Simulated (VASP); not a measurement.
Input of a VASP 6.6.1 run:

File INCAR:

```
SYSTEM = AlN
PREC     = Accurate       ! precision mode
ENCUT    = 520            ! plane-wave cutoff, eV
EDIFF    = 1E-7           ! SCF threshold, eV
ISMEAR   = 0              ! smearing method
SIGMA    = 0.05           ! smearing width, eV
LREAL    = .FALSE.        ! projectors in reciprocal space
LASPH    = .TRUE.         ! aspherical terms in the spheres
NELM     = 100            ! most SCF steps
ALGO     = Normal         ! electronic algorithm
ISIF     = 2              ! what is computed and relaxed
LWAVE    = .FALSE.        ! write WAVECAR
LCHARG   = .TRUE.         ! write CHGCAR
GGA      = PE             ! functional
LELF     = .TRUE.         ! ELF
LVHAR    = .TRUE.       
NBANDS   = 16             ! bands
```

KPOINTS

```
regular mesh
0
G
  9 9 6
  0 0 0
```

File POSCAR:

```
AlN
1.0
    3.0360000000      0.0000000000      0.0000000000
   -1.5180000000      2.6292531259      0.0000000000
    0.0000000000      0.0000000000      4.8163000000
Al N
2 2
Direct
    0.3333333333      0.6666666667      0.0002817358
    0.6666666667      0.3333333333      0.5002817358
    0.3333333333      0.6666666667      0.3847182642
    0.6666666667      0.3333333333      0.8847182642
```

Potentials or basis: VASP PAW PBE potentials, release 64 (Al, N).

Launch:

```console
$ cat potpaw_PBE.64/Al/POTCAR potpaw_PBE.64/N/POTCAR > POTCAR
$ mpirun -np 1 vasp_std > vasp.out
```

(1) What does it give for the band gap on the k mesh?

(2) Estimate the largest force.

(3) What does it give for the pressure?

Results:

(1) 4.89 eV, direct.

(2) 0.005 eV/Å.

(3) 23.7 GPa.
